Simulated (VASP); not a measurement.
# Ag4W3 (Pm-3m) in VASP: single point with PBE

Aim: the single point of Ag4W3 with PBE.

Program: VASP 6.6.1. These are calculated values, not measurements. Logs are shortened: lines on timing, memory, paths and dates and some standing lists are left out, and cuts for length are marked.

## 1. The cell of the first run

Symmetry: Pm-3m, No. 221, cubic system. Conventional cell: a = 5.313 Å, b = 5.313 Å, c = 5.313 Å, α = 90.00°, β = 90.00°, γ = 90.00°. Within 3.5 Å of Ag (site symmetry 4/mmm) lie 4 W at 2.66 Å. Within 3.5 Å of Ag (site symmetry m-3m) lie 6 W at 2.66 Å. W (site symmetry 4/mmm) has 6 Ag at 2.66 Å within 3.5 Å.

The cell was built from a structure type or drawn by symmetry, and may not be a known phase.

## 2. Single point, PBE

INCAR reads:

```
  PREC = Accurate
  ENCUT = 520
  EDIFF = 1E-7
  ISMEAR = 0
  SIGMA = 0.1
  LREAL = False
  LASPH = True
  NELM = 80
  ALGO = Fast
  ISIF = 2
  LWAVE = False
  LCHARG = True
  GGA = PE
  LELF = True
  LVHAR = True
  NBANDS = 52
```

KPOINTS reads:

```
regular mesh
0
Gamma
  8 8 8
```

POSCAR reads:

```
Ag4W3
1.0
    5.3134616356      0.0000000000      0.0000000000
    0.0000000000      5.3134616356      0.0000000000
    0.0000000000      0.0000000000      5.3134616356
Ag W
4 3
Direct
    0.0000000000      0.5000000000      0.5000000000
    0.5000000000      0.0000000000      0.5000000000
    0.5000000000      0.5000000000      0.0000000000
    0.0000000000      0.0000000000      0.0000000000
    0.5000000000      0.0000000000      0.0000000000
    0.0000000000      0.5000000000      0.0000000000
    0.0000000000      0.0000000000      0.5000000000
```

Potentials or basis: VASP PAW PBE potentials, release 64 (Ag, W_sv).

Launch:

```
$ cat potpaw_PBE.64/Ag/POTCAR potpaw_PBE.64/W_sv/POTCAR > POTCAR
$ mpirun -np 1 vasp_std > vasp.out
```

OUTCAR:

```text
PREC = Accurate
   ENCUT = 520
   EDIFF = 1E-7
   ISMEAR = 0
   LREAL = False
   LASPH = True
   NELM = 80
   ISIF = 2
   GGA = PE

 ion  position               nearest neighbor table
   1  0.000  0.500  0.500-   6 2.66   7 2.66   6 2.66   7 2.66
   2  0.500  0.000  0.500-   5 2.66   7 2.66   5 2.66   7 2.66
   3  0.500  0.500  0.000-   5 2.66   6 2.66   5 2.66   6 2.66
   4  0.000  0.000  0.000-   5 2.66   6 2.66   7 2.66   7 2.66   6 2.66   5 2.66
   5  0.500  0.000  0.000-   2 2.66   3 2.66   4 2.66   2 2.66   3 2.66   4 2.66
   6  0.000  0.500  0.000-   1 2.66   3 2.66   4 2.66   1 2.66   4 2.66   3 2.66
   7  0.000  0.000  0.500-   1 2.66   2 2.66   4 2.66   4 2.66   1 2.66   2 2.66

  LATTYP: Found a simple cubic cell.
 ALAT       =     5.3134616356

  Lattice vectors:

 A1 = (   5.3134616356,   0.0000000000,   0.0000000000)
 A2 = (   0.0000000000,   5.3134616356,   0.0000000000)
 A3 = (   0.0000000000,   0.0000000000,   5.3134616356)

Analysis of symmetry for initial positions (statically):
=====================================================================
 Subroutine PRICEL returns:
 Original cell was already a primitive cell.

 Routine SETGRP: Setting up the symmetry group for a
 simple cubic supercell.

 Subroutine GETGRP returns: Found 48 space group operations
 (whereof 48 operations were pure point group operations)
 out of a pool of 48 trial point group operations.

The static configuration has the point symmetry O_h .

Analysis of symmetry for dynamics (positions and initial velocities):
=====================================================================
 Subroutine PRICEL returns:
 Original cell was already a primitive cell.

 Routine SETGRP: Setting up the symmetry group for a
 simple cubic supercell.

 Subroutine GETGRP returns: Found 48 space group operations
 (whereof 48 operations were pure point group operations)
 out of a pool of 48 trial point group operations.

The dynamic configuration has the point symmetry O_h .

 Subroutine INISYM returns: Found 48 space group operations
 (whereof 48 operations are pure point group operations),
 and found     1 'primitive' translations

----------------------------------------------------------------------------------------

                                     Primitive cell

  volume of cell :     150.0143

  direct lattice vectors                    reciprocal lattice vectors
     5.313461636  0.000000000  0.000000000     0.188201227  0.000000000  0.000000000
     0.000000000  5.313461636  0.000000000     0.000000000  0.188201227  0.000000000
     0.000000000  0.000000000  5.313461636     0.000000000  0.000000000  0.188201227

  length of vectors
     5.313461636  5.313461636  5.313461636     0.188201227  0.188201227  0.188201227

  position of ions in fractional coordinates (direct lattice)
     0.000000000  0.500000000  0.500000000
     0.500000000  0.000000000  0.500000000
     0.500000000  0.500000000  0.000000000
     0.000000000  0.000000000  0.000000000
     0.500000000  0.000000000  0.000000000
     0.000000000  0.500000000  0.000000000
     0.000000000  0.000000000  0.500000000

  ion indices of the primitive-cell ions
   primitive index   ion index
                 1           1
                 2           2
                 3           3
                 4           4
                 5           5
                 6           6
                 7           7

----------------------------------------------------------------------------------------

 KPOINTS: regular mesh

Automatic generation of k-mesh.
 Grid dimensions read from file:
 generate k-points for:    8    8    8

 Generating k-lattice:

  Cartesian coordinates                     Fractional coordinates (reciprocal lattice)
     0.023525153  0.000000000  0.000000000     0.125000000  0.000000000  0.000000000
     0.000000000  0.023525153  0.000000000     0.000000000  0.125000000  0.000000000
     0.000000000  0.000000000  0.023525153     0.000000000  0.000000000  0.125000000

  Length of vectors
     0.023525153  0.023525153  0.023525153

  Shift w.r.t. Gamma in fractional coordinates (k-lattice)
     0.000000000  0.000000000  0.000000000

 Subroutine IBZKPT returns following result:
 ===========================================

 Found     35 irreducible k-points:

 Following reciprocal coordinates:
            Coordinates               Weight
  0.000000  0.000000  0.000000      1.000000
  0.125000  0.000000  0.000000      6.000000
  0.250000  0.000000  0.000000      6.000000
  0.375000  0.000000  0.000000      6.000000
  0.500000  0.000000  0.000000      3.000000
  0.125000  0.125000  0.000000     12.000000
[... 16 lines left out ...]
  0.375000  0.375000  0.125000     24.000000
  0.500000  0.375000  0.125000     24.000000
 [... further k-points ...]
   k-points           NKPTS =     35   k-points in BZ     NKDIM =     35   number of bands    NBANDS=     52
   number of dos      NEDOS =    301   number of ions     NIONS =      7
   total plane-waves  NPLWV =  64000
   dimension x,y,z NGX =    40 NGY =   40 NGZ =   40
   dimension x,y,z NGXF=    80 NGYF=   80 NGZF=   80
   ions per type =               4   3
   NGX,Y,Z   is equivalent  to a cutoff of  12.52, 12.52, 12.52 a.u.
   NGXF,Y,Z  is equivalent  to a cutoff of  25.03, 25.03, 25.03 a.u.
 SYSTEM =  unknown system
   PREC   = accura    normal or accurate (medium, high low for compatibility)
   ISTART =      0    job   : 0-new  1-cont  2-samecut
   ICHARG =      2    charge: 1-file 2-atom 10-const
   ISPIN  =      1    spin polarized calculation?
   LNONCOLLINEAR =      F non collinear calculations
   LSORBIT =      F    spin-orbit coupling
   LASPH  =      T    aspherical Exc in radial PAW
   ENCUT  =  520.0 eV  38.22 Ry    6.18 a.u.   9.88  9.88  9.88*2*pi/ulx,y,z
   NELM   =     80;   NELMIN=  2; NELMDL= -5     # of ELM steps
   EDIFF  = 0.1E-06   stopping-criterion for ELM
   LREAL  =      F    real-space projection
   EDIFFG = 0.1E-05   stopping-criterion for IOM
   NSW    =      0    number of steps for IOM
   IBRION =     -1    ionic relax: 0-MD 1-quasi-New 2-CG
   NFREE  =      0    steps in history (QN), initial steepest desc. (CG)
   ISIF   =      2    stress and relaxation
   ISYM   =      2    0-nonsym 1-usesym 2-fastsym
   POTIM  = 0.5000    time-step for ionic-motion
   TEBEG  =    0.0;   TEEND  =   0.0 temperature during run
   PSTRESS=    0.0 pullay stress
   NELECT =      86.0000    total number of electrons
   NUPDOWN=      -1.0000    fix difference up-down
   EMIN   =  10.00;   EMAX   =-10.00  energy-range for DOS
   EFERMI =   0.00;   METHOD = LEGACY
   ISMEAR =     0;   SIGMA  =   0.10  broadening in eV -4-tet -1-fermi 0-gaus
   EFERMI_NEDOS =   21; number of points for ismear=-14 and -15
   IALGO  =     68    algorithm
   IMIX   =      4    mixing-type and parameters
     AMIX     =   0.40;   BMIX     =  1.00
     AMIX_MAG =   1.60;   BMIX_MAG =  1.00
  volume/ion in A,a.u.               =      21.43       144.62
  Fermi-wavevector in a.u.,A,eV,Ry     =   1.359972  2.569975 25.164315  1.849525
  Thomas-Fermi vector in A             =   2.486675
   LORBIT       =      0    0 simple, 1 ext, 2 COOP (PROOUT), +10 PAW based schemes
   GGA     = PE    functional components
   LHFCALC =     F    Hartree Fock is set to
   AEXX    =    0.0000 exact exchange contribution
   IVDW    =     0    specifies the selected vdW correction
   LEPSILON=     F    determine dielectric tensor
   LRPA    =     F    only Hartree local field effects (RPA)
 non-spin polarized calculation
 RMM-DIIS sequential band-by-band and
 Gauss-broadening in eV      SIGMA  =   0.10
  energy-cutoff  :      520.00
  volume of cell :      150.01
 maximum number of plane-waves:      4076
 NGX is ok and might be reduce to    40
   NGX = 19   NGY = 19   NGZ = 19

 number of electron      85.9999967 magnetization

 Free energy of the ion-electron system (eV)
  ---------------------------------------------------
  ext. energy  EPLUGINS =         0.00000000
  ---------------------------------------------------
  free energy    TOTEN  =       -35.20205311 eV

  energy without entropy =      -35.14907729  energy(sigma->0) =      -35.17556520

 E-fermi :   6.3919     XC(G=0): -11.2071

 val. band max:        6.3861081535   @ k =   0.3750   0.3750   0.1250
 cond. band min:       6.3956719897   @ k =   0.3750   0.1250   0.1250
 fundamental gap:      0.0095638362
 Fermi energy:         6.3918693459

 k-point     1 :       0.0000    0.0000    0.0000
  band No.  band energies     occupation
      1     -68.1212      2.00000
      2     -68.1196      2.00000
      3     -68.1196      2.00000
      4     -32.2900      2.00000
      5     -32.2900      2.00000
      6     -32.2900      2.00000
[... 44 lines left out ...]
     51       9.0566      0.00000
     52      10.8585      0.00000

 k-point     2 :       0.1250    0.0000    0.0000
  band No.  band energies     occupation
      1     -68.1211      2.00000
      2     -68.1197      2.00000
      3     -68.1196      2.00000
      4     -32.2905      2.00000
      5     -32.2896      2.00000
      6     -32.2896      2.00000
[... 44 lines left out ...]
     51       8.9004      0.00000
     52      10.8169      0.00000

 k-point     3 :       0.2500    0.0000    0.0000
  band No.  band energies     occupation
      1     -68.1210      2.00000
      2     -68.1198      2.00000
      3     -68.1196      2.00000
      4     -32.2915      2.00000
      5     -32.2884      2.00000
      6     -32.2884      2.00000
[... 44 lines left out ...]
     51       8.8903      0.00000
     52      10.7018      0.00000
[... 1046 lines left out ...]
 k-point    23 :       0.3750    0.3750    0.1250
  band No.  band energies     occupation
      1     -68.1202      2.00000
      2     -68.1199      2.00000
      3     -68.1197      2.00000
      4     -32.3025      2.00000
      5     -32.2936      2.00000
      6     -32.2932      2.00000
[... 44 lines left out ...]
     51       7.8212      0.00000
     52       9.3196      0.00000

 k-point    24 :       0.5000    0.3750    0.1250
  band No.  band energies     occupation
      1     -68.1201      2.00000
      2     -68.1199      2.00000
      3     -68.1197      2.00000
      4     -32.3040      2.00000
      5     -32.2942      2.00000
      6     -32.2934      2.00000
[... 44 lines left out ...]
     51       7.6836      0.00000
     52       9.6034      0.00000

 [... further k-points ...]

------------------------ aborting loop because EDIFF is reached ----------------------------------------

  FORCE on cell =-STRESS in cart. coord.  units (eV):
  Direction    XX          YY          ZZ          XY          YZ          ZX
  --------------------------------------------------------------------------------------
  -------------------------------------------------------------------------------------
  Total       -0.0138043     -0.0138043     -0.0138043     -0.0000000     -0.0000000      0.0000000
  in kB       -0.1474324     -0.1474324     -0.1474324     -0.0000000     -0.0000000      0.0000000
  external PRESSURE =      -0.1474324 kB  Pullay stress =       0.0000000 kB

 VOLUME and BASIS-vectors are now :
 -----------------------------------------------------------------------------
  energy-cutoff  :      520.00
  volume of cell :      150.01
      direct lattice vectors                 reciprocal lattice vectors
     5.313461636  0.000000000  0.000000000     0.188201227  0.000000000  0.000000000
     0.000000000  5.313461636  0.000000000     0.000000000  0.188201227  0.000000000
     0.000000000  0.000000000  5.313461636     0.000000000  0.000000000  0.188201227

 POSITION                                       TOTAL-FORCE (eV/Angst)
 -----------------------------------------------------------------------------------
      0.00000      2.65673      2.65673         0.000000      0.000000      0.000000
      2.65673      0.00000      2.65673         0.000000      0.000000      0.000000
      2.65673      2.65673      0.00000         0.000000      0.000000      0.000000
      0.00000      0.00000      0.00000         0.000000      0.000000      0.000000
      2.65673      0.00000      0.00000         0.000000      0.000000      0.000000
      0.00000      2.65673      0.00000         0.000000      0.000000      0.000000
      0.00000      0.00000      2.65673         0.000000      0.000000      0.000000
 -----------------------------------------------------------------------------------
    total drift:                                0.000000      0.000000     -0.000000

  FREE ENERGIE OF THE ION-ELECTRON SYSTEM (eV)
  ---------------------------------------------------
  free  energy   TOTEN  =       -35.2020531116 eV

  energy  without entropy=      -35.1490772890  energy(sigma->0) =      -35.17556520
```

Wall time 7.7 min (1 thread of Intel Xeon 8259CL, shared host); peak memory 0.38 GiB.

What came out:

- Free energy: -35.2021 eV
- Pressure: 0.0 GPa
- Band gap on the k mesh: zero (bands 43 and 44 overlap by 1.84 eV)

Caveat: spin-orbit coupling is left out, which moves the levels of the heavy elements.
